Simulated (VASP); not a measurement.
# SnO (Cmce) in VASP: single point with PBE

Aim: the single point of SnO with PBE.

All numbers are computed with VASP 6.6.1; they aren't measurements. Logs are shortened: lines on timing, memory, paths and dates and some standing lists are left out, and cuts for length are marked.

### Step 1. The cell of the first run

Symmetry: Cmce, No. 64, orthorhombic system. Conventional cell: a = 5.474 Å, b = 5.476 Å, c = 10.222 Å, α = 90.00°, β = 90.00°, γ = 90.00°. Sn (site symmetry m) has 4 O at 2.25 to 2.26 Å within 3.0 Å. O (site symmetry 2) has 4 Sn at 2.25 to 2.26 Å and 4 O at 2.74 Å within 3.0 Å.

### Step 2. Single point, PBE

INCAR reads:

```
PREC = Accurate
ENCUT = 520
EDIFF = 1E-6
ISMEAR = 0
SIGMA = 0.05
LREAL = F
LASPH = T
NELM = 100
ALGO = Normal
ISIF = 2
LWAVE = F
LCHARG = T
GGA = PE
LELF = T
LVHAR = T
NBANDS = 50
```

KPOINTS reads:

```
Automatic mesh
0
Gamma
  10 10 4
```

POSCAR reads:

```
SnO
1.0
    2.7369120000     -2.7377960000      0.0000000000
    2.7369120000      2.7377960000      0.0000000000
    0.0000000000      0.0000000000     10.2219600000
Sn O
4 4
Direct
    0.7365470000      0.2634530000      0.8638580000
    0.2634530000      0.7365470000      0.1361420000
    0.7634530000      0.2365470000      0.3638580000
    0.2365470000      0.7634530000      0.6361420000
    0.2619440000      0.2380560000      0.2500000000
    0.7380560000      0.7619440000      0.7500000000
    0.2380560000      0.2619440000      0.7500000000
    0.7619440000      0.7380560000      0.2500000000
```

Potentials or basis: VASP PAW PBE potentials, release 64 (Sn_d, O).

Started as:

```sh
cat potpaw_PBE.64/Sn_d/POTCAR potpaw_PBE.64/O/POTCAR > POTCAR
mpirun -np 1 vasp_std > vasp.out
```

OUTCAR:

```text
PREC = Accurate
   ENCUT = 520
   EDIFF = 1E-6
   ISMEAR = 0
   LREAL = F
   LASPH = T
   NELM = 100
   ISIF = 2
   GGA = PE

 ion  position               nearest neighbor table
   1  0.737  0.263  0.864-   6 2.25   7 2.25   7 2.26   6 2.26   4 3.59   4 3.59   4 3.59   4 3.59

   2  0.263  0.737  0.136-   5 2.25   8 2.25   5 2.26   8 2.26   3 3.59   3 3.59   3 3.59   3 3.59

   3  0.763  0.237  0.364-   5 2.25   8 2.25   8 2.26   5 2.26   2 3.59   2 3.59   2 3.59   2 3.59

   4  0.237  0.763  0.636-   6 2.25   7 2.25   6 2.26   7 2.26   1 3.59   1 3.59   1 3.59   1 3.59

   5  0.262  0.238  0.250-   2 2.25   3 2.25   3 2.26   2 2.26
   6  0.738  0.762  0.750-   1 2.25   4 2.25   1 2.26   4 2.26
   7  0.238  0.262  0.750-   1 2.25   4 2.25   4 2.26   1 2.26
   8  0.762  0.738  0.250-   2 2.25   3 2.25   2 2.26   3 2.26

  LATTYP: Found a base centered orthorhombic cell.
 ALAT       =     5.4738240000
 B/A-ratio  =     1.0003229918
 C/A-ratio  =     1.8674257704

  Lattice vectors:

 A1 = (   2.7369120000,  -2.7377960000,   0.0000000000)
 A2 = (   2.7369120000,   2.7377960000,   0.0000000000)
 A3 = (   0.0000000000,   0.0000000000,  10.2219600000)

Analysis of symmetry for initial positions (statically):
=====================================================================
 Subroutine PRICEL returns:
 Original cell was already a primitive cell.

 Routine SETGRP: Setting up the symmetry group for a
 base centered orthorhombic supercell.

 Subroutine GETGRP returns: Found  8 space group operations
 (whereof  4 operations were pure point group operations)
 out of a pool of  8 trial point group operations.

The static configuration has the point symmetry C_2h.
 The point group associated with its full space group is D_2h.

Analysis of symmetry for dynamics (positions and initial velocities):
=====================================================================
 Subroutine PRICEL returns:
 Original cell was already a primitive cell.

 Routine SETGRP: Setting up the symmetry group for a
 base centered orthorhombic supercell.

 Subroutine GETGRP returns: Found  8 space group operations
 (whereof  4 operations were pure point group operations)
 out of a pool of  8 trial point group operations.

The dynamic configuration has the point symmetry C_2h.
 The point group associated with its full space group is D_2h.

 Subroutine INISYM returns: Found  8 space group operations
 (whereof  4 operations are pure point group operations),
 and found     1 'primitive' translations

----------------------------------------------------------------------------------------

                                     Primitive cell

  volume of cell :     153.1885

  direct lattice vectors                    reciprocal lattice vectors
     2.736912000 -2.737796000  0.000000000     0.182687642 -0.182628655  0.000000000
     2.736912000  2.737796000  0.000000000     0.182687642  0.182628655  0.000000000
     0.000000000  0.000000000 10.221960000     0.000000000  0.000000000  0.097828596

  length of vectors
     3.871203202  3.871203202 10.221960000     0.258317634  0.258317634  0.097828596

  position of ions in fractional coordinates (direct lattice)
     0.736547000  0.263453000  0.863858000
     0.263453000  0.736547000  0.136142000
     0.763453000  0.236547000  0.363858000
     0.236547000  0.763453000  0.636142000
     0.261944000  0.238056000  0.250000000
     0.738056000  0.761944000  0.750000000
     0.238056000  0.261944000  0.750000000
     0.761944000  0.738056000  0.250000000

  ion indices of the primitive-cell ions
   primitive index   ion index
                 1           1
                 2           2
                 3           3
                 4           4
                 5           5
                 6           6
                 7           7
                 8           8

----------------------------------------------------------------------------------------

 KPOINTS: Automatic mesh

Automatic generation of k-mesh.
 Grid dimensions read from file:
 generate k-points for:   10   10    4

 Generating k-lattice:

  Cartesian coordinates                     Fractional coordinates (reciprocal lattice)
     0.018268764 -0.018262865  0.000000000     0.100000000  0.000000000  0.000000000
     0.018268764  0.018262865  0.000000000     0.000000000  0.100000000  0.000000000
     0.000000000  0.000000000  0.024457149     0.000000000  0.000000000  0.250000000

  Length of vectors
     0.025831763  0.025831763  0.024457149

  Shift w.r.t. Gamma in fractional coordinates (k-lattice)
     0.000000000  0.000000000  0.000000000

 Subroutine IBZKPT returns following result:
 ===========================================

 Found     93 irreducible k-points:

 Following reciprocal coordinates:
            Coordinates               Weight
  0.000000  0.000000  0.000000      1.000000
  0.100000 -0.000000  0.000000      4.000000
  0.200000 -0.000000  0.000000      4.000000
  0.300000 -0.000000  0.000000      4.000000
  0.400000  0.000000  0.000000      4.000000
  0.500000  0.000000  0.000000      2.000000
[... 16 lines left out ...]
  0.300000  0.300000  0.000000      2.000000
  0.400000  0.300000  0.000000      4.000000
 [... further k-points ...]
   k-points           NKPTS =     93   k-points in BZ     NKDIM =     93   number of bands    NBANDS=     50
   number of dos      NEDOS =    301   number of ions     NIONS =      8
   total plane-waves  NPLWV =  72000
   dimension x,y,z NGX =    30 NGY =   30 NGZ =   80
   dimension x,y,z NGXF=    60 NGYF=   60 NGZF=  160
   ions per type =               4   4
   NGX,Y,Z   is equivalent  to a cutoff of  12.88, 12.88, 13.01 a.u.
   NGXF,Y,Z  is equivalent  to a cutoff of  25.77, 25.77, 26.02 a.u.
 SYSTEM =  unknown system
   PREC   = accura    normal or accurate (medium, high low for compatibility)
   ISTART =      0    job   : 0-new  1-cont  2-samecut
   ICHARG =      2    charge: 1-file 2-atom 10-const
   ISPIN  =      1    spin polarized calculation?
   LNONCOLLINEAR =      F non collinear calculations
   LSORBIT =      F    spin-orbit coupling
   LASPH  =      T    aspherical Exc in radial PAW
   ENCUT  =  520.0 eV  38.22 Ry    6.18 a.u.   7.20  7.20 19.01*2*pi/ulx,y,z
   NELM   =    100;   NELMIN=  2; NELMDL= -5     # of ELM steps
   EDIFF  = 0.1E-05   stopping-criterion for ELM
   LREAL  =      F    real-space projection
   EDIFFG = 0.1E-04   stopping-criterion for IOM
   NSW    =      0    number of steps for IOM
   IBRION =     -1    ionic relax: 0-MD 1-quasi-New 2-CG
   NFREE  =      0    steps in history (QN), initial steepest desc. (CG)
   ISIF   =      2    stress and relaxation
   ISYM   =      2    0-nonsym 1-usesym 2-fastsym
   POTIM  = 0.5000    time-step for ionic-motion
   TEBEG  =    0.0;   TEEND  =   0.0 temperature during run
   PSTRESS=    0.0 pullay stress
   NELECT =      80.0000    total number of electrons
   NUPDOWN=      -1.0000    fix difference up-down
   EMIN   =  10.00;   EMAX   =-10.00  energy-range for DOS
   EFERMI =   0.00;   METHOD = LEGACY
   ISMEAR =     0;   SIGMA  =   0.05  broadening in eV -4-tet -1-fermi 0-gaus
   EFERMI_NEDOS =   21; number of points for ismear=-14 and -15
   IALGO  =     38    algorithm
   IMIX   =      4    mixing-type and parameters
     AMIX     =   0.40;   BMIX     =  1.00
     AMIX_MAG =   1.60;   BMIX_MAG =  1.00
  volume/ion in A,a.u.               =      19.15       129.22
  Fermi-wavevector in a.u.,A,eV,Ry     =   1.318346  2.491313 23.647424  1.738037
  Thomas-Fermi vector in A             =   2.448323
   LORBIT       =      0    0 simple, 1 ext, 2 COOP (PROOUT), +10 PAW based schemes
   GGA     = PE    functional components
   LHFCALC =     F    Hartree Fock is set to
   AEXX    =    0.0000 exact exchange contribution
   IVDW    =     0    specifies the selected vdW correction
   LEPSILON=     F    determine dielectric tensor
   LRPA    =     F    only Hartree local field effects (RPA)
 non-spin polarized calculation
 Gauss-broadening in eV      SIGMA  =   0.05
  energy-cutoff  :      520.00
  volume of cell :      153.19
 maximum number of plane-waves:      4172
 NGX is ok and might be reduce to    30
   NGX = 15   NGY = 15   NGZ = 39

 number of electron      80.0000000 magnetization

 Free energy of the ion-electron system (eV)
  ---------------------------------------------------
  ext. energy  EPLUGINS =         0.00000000
  ---------------------------------------------------
  free energy    TOTEN  =       -45.44505351 eV

  energy without entropy =      -45.44505351  energy(sigma->0) =      -45.44505351

 E-fermi :   6.2772     XC(G=0):  -9.7647

 val. band max:        6.0178756160   @ k =   0.0000   0.0000   0.0000
 cond. band min:       6.5601564781   @ k =   0.5000   0.5000   0.0000
 fundamental gap:      0.5422808621
 Fermi energy:         6.2772493436

 k-point     1 :       0.0000    0.0000    0.0000
  band No.  band energies     occupation
      1     -15.7008      2.00000
      2     -15.6925      2.00000
      3     -15.3567      2.00000
      4     -15.3483      2.00000
      5     -15.3414      2.00000
      6     -15.3406      2.00000
[... 42 lines left out ...]
     49      11.4660      0.00000
     50      11.4959      0.00000

 k-point     2 :       0.1000   -0.0000    0.0000
  band No.  band energies     occupation
      1     -15.6958      2.00000
      2     -15.6884      2.00000
      3     -15.3555      2.00000
      4     -15.3469      2.00000
      5     -15.3402      2.00000
      6     -15.3393      2.00000
[... 42 lines left out ...]
     49      11.2042      0.00000
     50      11.5453      0.00000

 k-point     3 :       0.2000   -0.0000    0.0000
  band No.  band energies     occupation
      1     -15.6814      2.00000
      2     -15.6764      2.00000
      3     -15.3870      2.00000
      4     -15.3724      2.00000
      5     -15.3377      2.00000
      6     -15.3354      2.00000
[... 42 lines left out ...]
     49      11.3287      0.00000
     50      11.7250      0.00000

 k-point     4 :       0.3000   -0.0000    0.0000
  band No.  band energies     occupation
      1     -15.6589      2.00000
      2     -15.6569      2.00000
      3     -15.4609      2.00000
      4     -15.4465      2.00000
      5     -15.3396      2.00000
      6     -15.3321      2.00000
[... 999 lines left out ...]
 k-point    23 :       0.3000    0.3000    0.0000
  band No.  band energies     occupation
      1     -15.6485      2.00000
      2     -15.6406      2.00000
      3     -15.5390      2.00000
      4     -15.5346      2.00000
      5     -15.3315      2.00000
      6     -15.3276      2.00000
[... 42 lines left out ...]
     49      11.3320      0.00000
     50      12.4307      0.00000

 k-point    24 :       0.4000    0.3000    0.0000
  band No.  band energies     occupation
      1     -15.6379      2.00000
      2     -15.6275      2.00000
      3     -15.5833      2.00000
      4     -15.5744      2.00000
      5     -15.3292      2.00000
      6     -15.3244      2.00000
[... 42 lines left out ...]
     49      11.5972      0.00000
     50      12.5049      0.00000

 [... further k-points ...]

------------------------ aborting loop because EDIFF is reached ----------------------------------------

  FORCE on cell =-STRESS in cart. coord.  units (eV):
  Direction    XX          YY          ZZ          XY          YZ          ZX
  --------------------------------------------------------------------------------------
  -------------------------------------------------------------------------------------
  Total       -0.1797210     -0.1748971     -0.2571816      0.0000000      0.0000000      0.0000000
  in kB       -1.8796770     -1.8292253     -2.6898276      0.0000000      0.0000000      0.0000000
  external PRESSURE =      -2.1329100 kB  Pullay stress =       0.0000000 kB

 VOLUME and BASIS-vectors are now :
 -----------------------------------------------------------------------------
  energy-cutoff  :      520.00
  volume of cell :      153.19
      direct lattice vectors                 reciprocal lattice vectors
     2.736912000 -2.737796000  0.000000000     0.182687642 -0.182628655  0.000000000
     2.736912000  2.737796000  0.000000000     0.182687642  0.182628655  0.000000000
     0.000000000  0.000000000 10.221960000     0.000000000  0.000000000  0.097828596

 POSITION                                       TOTAL-FORCE (eV/Angst)
 -----------------------------------------------------------------------------------
      2.73691     -1.29523      8.83032         0.000000     -0.049147     -0.007018
      2.73691      1.29523      1.39164         0.000000      0.049147      0.007018
      2.73691     -1.44256      3.71934         0.000000      0.049147     -0.007018
      2.73691      1.44256      6.50262         0.000000     -0.049147      0.007018
      1.36846     -0.06540      2.55549         0.000000     -0.001278      0.000000
      4.10537      0.06540      7.66647         0.000000      0.001278      0.000000
      1.36846      0.06540      7.66647         0.000000      0.001278      0.000000
      4.10537     -0.06540      2.55549         0.000000     -0.001278      0.000000
 -----------------------------------------------------------------------------------
    total drift:                                0.000000     -0.000000      0.000000

  FREE ENERGIE OF THE ION-ELECTRON SYSTEM (eV)
  ---------------------------------------------------
  free  energy   TOTEN  =       -45.4450535052 eV

  energy  without entropy=      -45.4450535052  energy(sigma->0) =      -45.44505351
```

Run time: 14 min. Hardware: 1 thread of Oxide Virtual Turin-like, shared host; peak memory 0.58 GiB.

What came out:

```
Free energy            : -45.4451 eV
Pressure               : -0.2 GPa
Largest force          : 0.050 eV/Å
Band gap on the k mesh : 0.54 eV
```

Forces on the atoms (eV/Å):
```
Sn   0.000 -0.049 -0.007
Sn   0.000  0.049  0.007
Sn   0.000  0.049 -0.007
Sn   0.000 -0.049  0.007
O    0.000 -0.001  0.000
O    0.000  0.001  0.000
O    0.000  0.001  0.000
O    0.000 -0.001  0.000
```

Levels at points of the mesh, in eV from the valence-band top:
```tsv
k point	band 36	band 37	band 38	band 39	band 40	band 41	band 42	band 43	band 44	band 45
(0.00, 0.00, 0.00)	-2.85	-2.84	-2.84	-1.94	0.00	1.74	1.88	3.36	3.36	3.77
(0.50, 0.00, 0.00)	-4.40	-2.32	-2.32	-1.51	-1.51	2.43	2.43	3.01	3.01	5.55
(0.50, 0.50, 0.00)	-2.20	-2.20	-2.20	-1.76	-1.73	0.54	0.56	2.63	2.64	3.63
(0.00, 0.00, 0.50)	-2.85	-2.84	-2.84	-0.70	-0.70	1.69	1.69	3.85	3.85	3.85
(0.50, 0.00, 0.50)	-4.41	-2.00	-2.00	-1.80	-1.80	2.62	2.62	2.80	2.80	5.64
(0.50, 0.50, 0.50)	-2.20	-2.07	-2.07	-2.04	-2.04	1.27	1.27	1.29	1.29	4.98
```

Caveat: spin-orbit coupling is left out, which moves the levels of the heavy elements. A k mesh can miss the band edges.
